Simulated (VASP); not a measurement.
Here is a VASP 6.6.1 calculation.

The input INCAR:

```
PREC     = Accurate       # precision mode
ENCUT    = 400            # plane-wave cutoff, eV
EDIFF    = 1E-6           # SCF threshold, eV
ISMEAR   = 0              # smearing method
SIGMA    = 0.02           # smearing width, eV
LREAL    = False          # projectors in reciprocal space
LASPH    = True           # aspherical terms in the spheres
NELM     = 120            # most SCF steps
ALGO     = Normal         # electronic algorithm
ISIF     = 2              # what is computed and relaxed
LWAVE    = False          # write WAVECAR
LCHARG   = True           # write CHGCAR
LDIPOL   = True         
IDIPOL   = 3            
DIPOL    = 0.5 0.5 0.500
GGA      = PE             # functional
IVDW     = 12             # dispersion correction
LELF     = True           # ELF
LVHAR    = True         
LVACPOTAV= True         
NBANDS   = 18             # bands
GGA_COMPAT= False        
NELMDL   = -8
```

File KPOINTS:

```
Automatic mesh
0
Gamma
  9 9 1
```

POSCAR

```
HfS2
1.0
    3.6910000000      0.0000000000      0.0000000000
   -1.8455000000      3.1964997654      0.0000000000
    0.0000000000      0.0000000000     31.8247012176
S Hf
2 1
Direct
    0.6666666667      0.3333333333      0.4506986730
    0.3333333333      0.6666666667      0.5493013270
    0.0000000000      0.0000000000      0.5000000000
```

Potentials or basis: VASP PAW PBE potentials, release 64 (S, Hf_pv).

Run with:

```console
$ cat potpaw_PBE.64/S/POTCAR potpaw_PBE.64/Hf_pv/POTCAR > POTCAR
$ mpirun -np 1 vasp_std > vasp.out
```

**Question.** What does it give for the largest force?

**Answer.** 1.606 eV/Å.

**Question.** What does it give for the band gap on the k mesh?

**Answer.** 1.07 eV (least direct gap 2.00 eV).

**Question.** Predict the dispersion energy per atom.

**Answer.** -0.213 eV.

Forces in eV/Å, atoms in the order of the input:
```
S    0.000  0.000  1.606
S    0.000  0.000 -1.606
Hf   0.000  0.000  0.000
```

Caveat: spin-orbit coupling is left out, which moves the levels of the heavy elements.
